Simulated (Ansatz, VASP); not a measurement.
**One calculation of CaO, two programs**

Contents of INCAR:

```
PREC = Accurate ; ENCUT = 600
EDIFF = 1E-6 ; ISMEAR = -1
SIGMA = 0.05 ; LREAL = F
LASPH = T ; NELM = 100
ALGO = Normal ; ISIF = 3
LWAVE = F ; LCHARG = F
GGA = PE ; IVDW = 12
IBRION = 2 ; NSW = 60
EDIFFG = -0.01
```

Contents of KPOINTS:

```
Automatic mesh
0
Gamma
  10 10 10
```

POSCAR

```
CaO
1.0
    0.0000000000      2.4035556960      2.4035556960
    2.4035556960      0.0000000000      2.4035556960
    2.4035556960      2.4035556960      0.0000000000
Ca O
1 1
Direct
    0.0000000000      0.0000000000      0.0000000000
    0.5000000000      0.5000000000      0.5000000000
```

The input input.yaml:

```yaml
crystal:
  lattice:
    - [0.0, 2.403555696, 2.403555696]
    - [2.403555696, 0.0, 2.403555696]
    - [2.403555696, 2.403555696, 0.0]
  atoms:
    - { symbol: Ca, position: [0.0, 0.0, 0.0] }
    - { symbol: O, position: [0.5, 0.5, 0.5] }
hamiltonian:
  xc: pbe
  pseudopotentials: { kind: paw }
  dispersion: d3bj
kpoints:
  mp_grid: { grid: [10, 10, 10] }
scf:
  occupations: { method: fermi_dirac, width: 0.05 }
output:
  forces: true
  stress: true
  write_density: true
  write_potential: true
  elf: true
  volumetric_format: npy
relax:
  f_tol: 0.01
  max_steps: 40
  cell: { stress_tol: 0.05 }
```

Alike in both runs: task relaxation of cell and atoms; functional PBE; dispersion D3(BJ); k mesh 10 × 10 × 10; occupations fermi-dirac, width 0.05 eV; no spin polarisation.

|  | VASP | Ansatz |
| --- | --- | --- |
| version | VASP 6.6.1 | Ansatz 0.2.0 |
| potentials or method | VASP PAW PBE potentials, release 64 (Ca_sv, O) | Ansatz PAW |
| plane-wave cutoff (eV) | 600 | 420 |
| valence electrons in the cell | 16 | 16 |

|  | VASP | Ansatz | Ansatz less VASP |
| --- | --- | --- | --- |
| gap on the k mesh at the Fermi level, each at its own relaxed structure (eV) | 3.63 | 3.65 | +0.017 |
| relaxed volume (Å³/atom) | 13.74 | 13.68 | -0.062 |
| relaxed length of the cell vector where the two differ most in proportion (Å) | 3.387 | 3.382 | -0.0051 |

Noted on Ansatz's run: the plane-wave basis is chosen anew once the cell has moved, so the energies of steps on either side of that aren't comparable.
